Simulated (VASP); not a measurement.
# AlN in VASP: a series of runs

AlN is run at these levels: r2SCAN, HSE06; tasks: single point.

Program: VASP 6.6.1. These are calculated values, not measurements. Logs are shortened: lines on timing, memory, paths and dates and some standing lists are left out, and cuts for length are marked.

## Step 1: The cell of the first run

It takes space group R3m (No. 160, trigonal). The conventional cell has a = 3.090 Å, b = 3.090 Å, c = 7.871 Å, α = 90.00°, β = 90.00°, γ = 120.00°. Within 2.5 Å of Al (site symmetry 3m) lie 4 N at 1.91 to 1.95 Å. Within 2.5 Å of N (site symmetry 3m) lie 4 Al at 1.91 to 1.95 Å.

## Step 2: Single point, r2SCAN (strain along [111] +4.0%)

POSCAR reads:

```
AlN
1.0
    0.0582633710      2.2431397838      2.2431397838
    2.2431397838      0.0582633710      2.2431397838
    2.2431397838      2.2431397838      0.0582633710
Al N
1 1
Direct
    0.0012904072      0.0012904072      0.0012904072
    0.2487095928      0.2487095928      0.2487095928
```

INCAR.step1 reads:

```
SYSTEM = AlN
PREC = Accurate
ENCUT = 520
ISMEAR = 0
SIGMA = 0.01
LREAL = .FALSE.
LASPH = .TRUE.
NELM = 100
NBANDS = 11
GGA = PE
ALGO = Normal
EDIFF = 1E-4
LWAVE = .TRUE.
LCHARG = .FALSE.
```

INCAR.step2 reads:

```
SYSTEM = AlN
PREC = Accurate
ENCUT = 520
EDIFF = 1E-6
ISMEAR = 0
SIGMA = 0.01
LREAL = .FALSE.
LASPH = .TRUE.
NELM = 100
ALGO = Normal
ISIF = 2
LWAVE = .FALSE.
LCHARG = .FALSE.
METAGGA = R2SCAN
LMIXTAU = .TRUE.
NBANDS = 11
ISTART = 1
```

KPOINTS reads:

```
Automatic mesh
0
G
  10 10 10
  0 0 0
```

Potentials or basis: VASP PAW PBE potentials, release 64 (Al, N).

Launch:

```sh
> cat potpaw_PBE.64/Al/POTCAR potpaw_PBE.64/N/POTCAR > POTCAR
> cp INCAR.step1 INCAR
> mpirun -np 1 vasp_std > vasp.out
> cp INCAR.step2 INCAR
> mpirun -np 1 vasp_std > vasp.out
```

OUTCAR:

```text
SYSTEM = AlN
   PREC = Accurate
   ENCUT = 520
   EDIFF = 1E-6
   ISMEAR = 0
   LREAL = .FALSE.
   LASPH = .TRUE.
   NELM = 100
   ISIF = 2
   METAGGA = R2SCAN
   ISTART = 1

 ion  position               nearest neighbor table
   1  0.001  0.001  0.001-   2 1.91   2 1.91   2 1.91   2 1.95
   2  0.249  0.249  0.249-   1 1.91   1 1.91   1 1.91   1 1.95

  LATTYP: Found a trigonal (rhomboedric) cell.
 ALAT       =     3.1728137039
 COS(alpha) =     0.5257966616

  Lattice vectors:

 A1 = (   0.0582633710,   2.2431397838,   2.2431397838)
 A2 = (   2.2431397838,   0.0582633710,   2.2431397838)
 A3 = (   2.2431397838,   2.2431397838,   0.0582633710)

Analysis of symmetry for initial positions (statically):
=====================================================================
 Subroutine PRICEL returns:
 Original cell was already a primitive cell.

 Routine SETGRP: Setting up the symmetry group for a
 trigonal (rhombohedral) supercell.

 Subroutine GETGRP returns: Found  6 space group operations
 (whereof  6 operations were pure point group operations)
 out of a pool of 12 trial point group operations.

The static configuration has the point symmetry C_3v.

Analysis of symmetry for dynamics (positions and initial velocities):
=====================================================================
 Subroutine PRICEL returns:
 Original cell was already a primitive cell.

 Routine SETGRP: Setting up the symmetry group for a
 trigonal (rhombohedral) supercell.

 Subroutine GETGRP returns: Found  6 space group operations
 (whereof  6 operations were pure point group operations)
 out of a pool of 12 trial point group operations.

The dynamic configuration has the point symmetry C_3v.

 Subroutine INISYM returns: Found  6 space group operations
 (whereof  6 operations are pure point group operations),
 and found     1 'primitive' translations

----------------------------------------------------------------------------------------

                                     Primitive cell

  volume of cell :      21.6942

  direct lattice vectors                    reciprocal lattice vectors
     0.058263371  2.243139784  2.243139784    -0.231779818  0.225911974  0.225911974
     2.243139784  0.058263371  2.243139784     0.225911974 -0.231779818  0.225911974
     2.243139784  2.243139784  0.058263371     0.225911974  0.225911974 -0.231779818

  length of vectors
     3.172813704  3.172813704  3.172813704     0.394707897  0.394707897  0.394707897

  position of ions in fractional coordinates (direct lattice)
     0.001290407  0.001290407  0.001290407
     0.248709593  0.248709593  0.248709593

  ion indices of the primitive-cell ions
   primitive index   ion index
                 1           1
                 2           2

----------------------------------------------------------------------------------------

 KPOINTS: Automatic mesh

Automatic generation of k-mesh.
 Grid dimensions read from file:
 generate k-points for:   10   10   10

 Generating k-lattice:

  Cartesian coordinates                     Fractional coordinates (reciprocal lattice)
    -0.023177982  0.022591197  0.022591197     0.100000000  0.000000000  0.000000000
     0.022591197 -0.023177982  0.022591197     0.000000000  0.100000000  0.000000000
     0.022591197  0.022591197 -0.023177982     0.000000000  0.000000000  0.100000000

  Length of vectors
     0.039470790  0.039470790  0.039470790

  Shift w.r.t. Gamma in fractional coordinates (k-lattice)
     0.000000000  0.000000000  0.000000000

 Subroutine IBZKPT returns following result:
 ===========================================

 Found    116 irreducible k-points:

 Following reciprocal coordinates:
            Coordinates               Weight
  0.000000  0.000000  0.000000      1.000000
  0.100000  0.000000  0.000000      6.000000
  0.200000  0.000000  0.000000      6.000000
  0.300000  0.000000 -0.000000      6.000000
  0.400000 -0.000000 -0.000000      6.000000
  0.500000  0.000000  0.000000      3.000000
[... 16 lines left out ...]
  0.300000  0.300000  0.000000      6.000000
  0.400000  0.300000 -0.000000     12.000000
 [... further k-points ...]
   k-points           NKPTS =    116   k-points in BZ     NKDIM =    116   number of bands    NBANDS=     11
   number of dos      NEDOS =    301   number of ions     NIONS =      2
   total plane-waves  NPLWV =  13824
   dimension x,y,z NGX =    24 NGY =   24 NGZ =   24
   dimension x,y,z NGXF=    48 NGYF=   48 NGZF=   48
   ions per type =               1   1
   NGX,Y,Z   is equivalent  to a cutoff of  12.58, 12.58, 12.58 a.u.
   NGXF,Y,Z  is equivalent  to a cutoff of  25.15, 25.15, 25.15 a.u.
 SYSTEM =  AlN
   PREC   = accura    normal or accurate (medium, high low for compatibility)
   ISTART =      1    job   : 0-new  1-cont  2-samecut
   ICHARG =      0    charge: 1-file 2-atom 10-const
   ISPIN  =      1    spin polarized calculation?
   LNONCOLLINEAR =      F non collinear calculations
   LSORBIT =      F    spin-orbit coupling
   LASPH  =      T    aspherical Exc in radial PAW
   ENCUT  =  520.0 eV  38.22 Ry    6.18 a.u.   5.90  5.90  5.90*2*pi/ulx,y,z
   NELM   =    100;   NELMIN=  2; NELMDL=  0     # of ELM steps
   EDIFF  = 0.1E-05   stopping-criterion for ELM
   LREAL  =      F    real-space projection
   EDIFFG = 0.1E-04   stopping-criterion for IOM
   NSW    =      0    number of steps for IOM
   IBRION =     -1    ionic relax: 0-MD 1-quasi-New 2-CG
   NFREE  =      0    steps in history (QN), initial steepest desc. (CG)
   ISIF   =      2    stress and relaxation
   ISYM   =      2    0-nonsym 1-usesym 2-fastsym
   POTIM  = 0.5000    time-step for ionic-motion
   TEBEG  =    0.0;   TEEND  =   0.0 temperature during run
   PSTRESS=    0.0 pullay stress
   NELECT =       8.0000    total number of electrons
   NUPDOWN=      -1.0000    fix difference up-down
   EMIN   =  10.00;   EMAX   =-10.00  energy-range for DOS
   EFERMI =   0.00;   METHOD = LEGACY
   ISMEAR =     0;   SIGMA  =   0.01  broadening in eV -4-tet -1-fermi 0-gaus
   EFERMI_NEDOS =   21; number of points for ismear=-14 and -15
   IALGO  =     38    algorithm
   IMIX   =      4    mixing-type and parameters
     AMIX     =   0.40;   BMIX     =  1.00
     AMIX_MAG =   1.60;   BMIX_MAG =  1.00
  volume/ion in A,a.u.               =      10.85        73.20
  Fermi-wavevector in a.u.,A,eV,Ry     =   1.173970  2.218481 18.751611  1.378205
  Thomas-Fermi vector in A             =   2.310374
   LORBIT       =      0    0 simple, 1 ext, 2 COOP (PROOUT), +10 PAW based schemes
   METAGGA = R2SCAN    functional components
   LHFCALC =     F    Hartree Fock is set to
   AEXX    =    0.0000 exact exchange contribution
   IVDW    =     0    specifies the selected vdW correction
   LEPSILON=     F    determine dielectric tensor
   LRPA    =     F    only Hartree local field effects (RPA)
 non-spin polarized calculation
 Gauss-broadening in eV      SIGMA  =   0.01
  energy-cutoff  :      520.00
  volume of cell :       21.69
 maximum number of plane-waves:       600
   NGX = 11   NGY = 11   NGZ = 11

 number of electron       8.0000001 magnetization

 Free energy of the ion-electron system (eV)
  ---------------------------------------------------
  ext. energy  EPLUGINS =         0.00000000
  ---------------------------------------------------
  free energy    TOTEN  =       -19.13137840 eV

  energy without entropy =      -19.13137840  energy(sigma->0) =      -19.13137840

 E-fermi :   5.5382     XC(G=0): -11.2373

 val. band max:        5.4342027804   @ k =   0.0000   0.0000   0.0000
 cond. band min:       9.2039899809   @ k =   0.5000   0.5000  -0.0000
 fundamental gap:      3.7697872005
 Fermi energy:         5.5382426365

 k-point     1 :       0.0000    0.0000    0.0000
  band No.  band energies     occupation
      1     -10.1861      2.00000
      2       5.1211      2.00000
      3       5.4342      2.00000
      4       5.4342      2.00000
      5       9.7944      0.00000
      6      17.8190      0.00000
      7      18.7858      0.00000
      8      18.7858      0.00000
      9      23.5185      0.00000
     10      23.5185      0.00000
     11      24.9250      0.00000

 k-point     2 :       0.1000    0.0000    0.0000
  band No.  band energies     occupation
      1     -10.0431      2.00000
      2       4.5880      2.00000
      3       5.1206      2.00000
      4       5.3738      2.00000
      5      10.4486      0.00000
      6      17.9344      0.00000
      7      18.4240      0.00000
      8      18.8973      0.00000
      9      22.1502      0.00000
     10      22.4191      0.00000
     11      24.3859      0.00000

 k-point     3 :       0.2000    0.0000    0.0000
  band No.  band energies     occupation
      1      -9.6385      2.00000
      2       3.0097      2.00000
      3       4.9889      2.00000
      4       5.2230      2.00000
      5      11.5816      0.00000
      6      17.3944      0.00000
      7      18.1594      0.00000
      8      18.7000      0.00000
      9      21.4404      0.00000
     10      22.1030      0.00000
     11      23.4599      0.00000

 k-point     4 :       0.3000    0.0000   -0.0000
  band No.  band energies     occupation
      1      -9.0583      2.00000
      2       1.3861      2.00000
      3       4.8517      2.00000
      4       5.0495      2.00000
      5      12.4447      0.00000
      6      16.5774      0.00000
      7      17.5536      0.00000
      8      17.9488      0.00000
      9      22.4120      0.00000
     10      23.2846      0.00000
     11      23.3615      0.00000
[... 239 lines left out ...]
 k-point    22 :      -0.2000    0.2000    0.0000
  band No.  band energies     occupation
      1      -8.8577      2.00000
      2       1.6385      2.00000
      3       3.7125      2.00000
      4       4.9873      2.00000
      5      13.2233      0.00000
      6      15.6707      0.00000
      7      17.3393      0.00000
      8      18.2064      0.00000
      9      20.6501      0.00000
     10      24.6332      0.00000
     11      27.5029      0.00000

 k-point    23 :       0.3000    0.3000    0.0000
  band No.  band energies     occupation
      1      -8.7289      2.00000
      2       1.8347      2.00000
      3       3.9416      2.00000
      4       4.2585      2.00000
      5      11.1607      0.00000
      6      15.6442      0.00000
      7      17.6877      0.00000
      8      20.3667      0.00000
      9      20.6135      0.00000
     10      26.3112      0.00000
     11      29.6079      0.00000

 k-point    24 :       0.4000    0.3000   -0.0000
  band No.  band energies     occupation
      1      -8.2999      2.00000
      2       1.2392      2.00000
      3       3.7663      2.00000
      4       3.7917      2.00000
      5      10.7506      0.00000
      6      15.5089      0.00000
      7      18.0967      0.00000
      8      20.4559      0.00000
      9      21.1855      0.00000
     10      27.2745      0.00000
     11      29.4134      0.00000

 [... further k-points ...]

------------------------ aborting loop because EDIFF is reached ----------------------------------------

  FORCE on cell =-STRESS in cart. coord.  units (eV):
  Direction    XX          YY          ZZ          XY          YZ          ZX
  --------------------------------------------------------------------------------------
  -------------------------------------------------------------------------------------
  Total       -1.0698752     -1.0698752     -1.0698752     -0.6820249     -0.6820249     -0.6820249
  in kB      -79.0132197    -79.0132197    -79.0132197    -50.3694110    -50.3694110    -50.3694110
  external PRESSURE =     -79.0132197 kB  Pullay stress =       0.0000000 kB

 VOLUME and BASIS-vectors are now :
 -----------------------------------------------------------------------------
  energy-cutoff  :      520.00
  volume of cell :       21.69
      direct lattice vectors                 reciprocal lattice vectors
     0.058263371  2.243139784  2.243139784    -0.231779818  0.225911974  0.225911974
     2.243139784  0.058263371  2.243139784     0.225911974 -0.231779818  0.225911974
     2.243139784  2.243139784  0.058263371     0.225911974  0.225911974 -0.231779818

 POSITION                                       TOTAL-FORCE (eV/Angst)
 -----------------------------------------------------------------------------------
      0.00586      0.00586      0.00586        -0.001649     -0.001649     -0.001649
      1.13027      1.13027      1.13027         0.001649      0.001649      0.001649
 -----------------------------------------------------------------------------------
    total drift:                               -0.000797     -0.000797     -0.000797

  FREE ENERGIE OF THE ION-ELECTRON SYSTEM (eV)
  ---------------------------------------------------
  free  energy   TOTEN  =       -19.1313784042 eV

  energy  without entropy=      -19.1313784042  energy(sigma->0) =      -19.13137840
```

It took 24 s on 1 thread of Intel Xeon 6975P-C (Granite Rapids), shared host; peak memory 0.15 GiB.

Results:

* Free energy: -19.1314 eV
* Pressure: -7.9 GPa
* Band gap on the k mesh: 3.77 eV (least direct gap 4.36 eV)

Forces in eV/Å, atoms in the order of the input:
```
Al  -0.002 -0.002 -0.002
N    0.002  0.002  0.002
```

Levels at points of the mesh, in eV from the valence-band top:
```csv
k point,band 1,band 2,band 3,band 4,band 5,band 6,band 7,band 8,band 9
"(0.00, 0.00, 0.00)",-15.62,-0.31,0.00,0.00,4.36,12.38,13.35,13.35,18.08
"(0.50, 0.00, 0.00)",-13.67,-5.79,-0.72,-0.56,7.58,10.32,11.31,11.67,18.64
"(0.50, 0.50, 0.00)",-13.13,-4.93,-2.04,-1.69,3.77,9.14,14.44,16.31,16.39
"(0.50, 0.50, 0.50)",-13.86,-5.98,-0.41,-0.41,8.07,10.37,12.01,12.01,18.70
```

Caveat: the cell differs from its parent crystal (strain along [111] +4.0%); the cell stands under tension; the PAW data sets were made with another functional, which shifts forces and pressure a little.

## Step 3: Single point, r2SCAN (shear xy strain -1.5%)

POSCAR reads:

```
AlN
1.0
   -0.0163865731      2.1848764128      2.1848764128
    2.1848764128     -0.0163865731      2.1848764128
    2.1684898397      2.1684898397      0.0000000000
Al N
1 1
Direct
   -0.0009826930     -0.0009826930      0.0009826930
    0.2509826930      0.2509826930      0.2490173070
```

INCAR.step1 reads:

```
SYSTEM = AlN
PREC = Accurate ; ENCUT = 520
ISMEAR = 0 ; SIGMA = 0.01
LREAL = .FALSE. ; LASPH = .TRUE.
NELM = 60 ; NBANDS = 11
GGA = PE ; ALGO = Normal
EDIFF = 1E-4 ; LWAVE = .TRUE.
LCHARG = .FALSE.
```

INCAR.step2 reads:

```
SYSTEM = AlN
PREC = Accurate ; ENCUT = 520
EDIFF = 1E-6 ; ISMEAR = 0
SIGMA = 0.01 ; LREAL = .FALSE.
LASPH = .TRUE. ; NELM = 60
ALGO = Normal ; ISIF = 2
LWAVE = .FALSE. ; LCHARG = .TRUE.
METAGGA = R2SCAN ; LMIXTAU = .TRUE.
LELF = .TRUE. ; LVHAR = .TRUE.
NBANDS = 11 ; ISTART = 1
```

KPOINTS is that of step 2.

Potentials or basis: VASP PAW PBE potentials, release 64 (Al, N).

Launch:

```sh
> cat potpaw_PBE.64/Al/POTCAR potpaw_PBE.64/N/POTCAR > POTCAR
> cp INCAR.step1 INCAR
> mpirun -np 1 vasp_std > vasp.out
> cp INCAR.step2 INCAR
> mpirun -np 1 vasp_std > vasp.out
```

It took 36 s on 1 thread of Intel Xeon 6975P-C (Granite Rapids), shared host; peak memory 0.16 GiB.

The run converged. Its results:

```yaml
Free_energy: -19.1768 eV
Pressure: -0.4 GPa
Band_gap_on_the_k_mesh: 3.86 eV (least direct gap 4.81 eV)
```

Forces on the atoms (eV/Å):
```
Al   0.000  0.000 -0.002
N    0.000  0.000  0.002
```

Stress tensor (GPa, compression positive):
```
-0.36  2.98  0.00
 2.98 -0.36  0.00
 0.00  0.00 -0.40
```

Levels at points of the mesh, in eV from the valence-band top:
```csv
k point,band 1,band 2,band 3,band 4,band 5,band 6,band 7,band 8
"(0.00, 0.00, 0.00)",-15.80,-0.13,-0.07,0.00,4.81,13.24,13.45,13.65
"(0.50, 0.00, 0.00)",-13.82,-5.99,-0.54,-0.49,8.20,10.74,11.89,12.03
"(0.50, 0.50, 0.00)",-13.16,-5.01,-1.98,-1.76,3.86,9.41,15.12,16.82
"(0.00, 0.00, 0.50)",-13.76,-5.93,-0.61,-0.56,8.07,10.75,11.72,11.86
"(0.50, 0.00, 0.50)",-13.16,-5.01,-1.87,-1.87,3.87,9.41,15.11,16.87
```

Caveat: the cell differs from its parent crystal (shear xy strain -1.5%); the PAW data sets were made with another functional, which shifts forces and pressure a little.

(Part 1 of 2 ends here.)
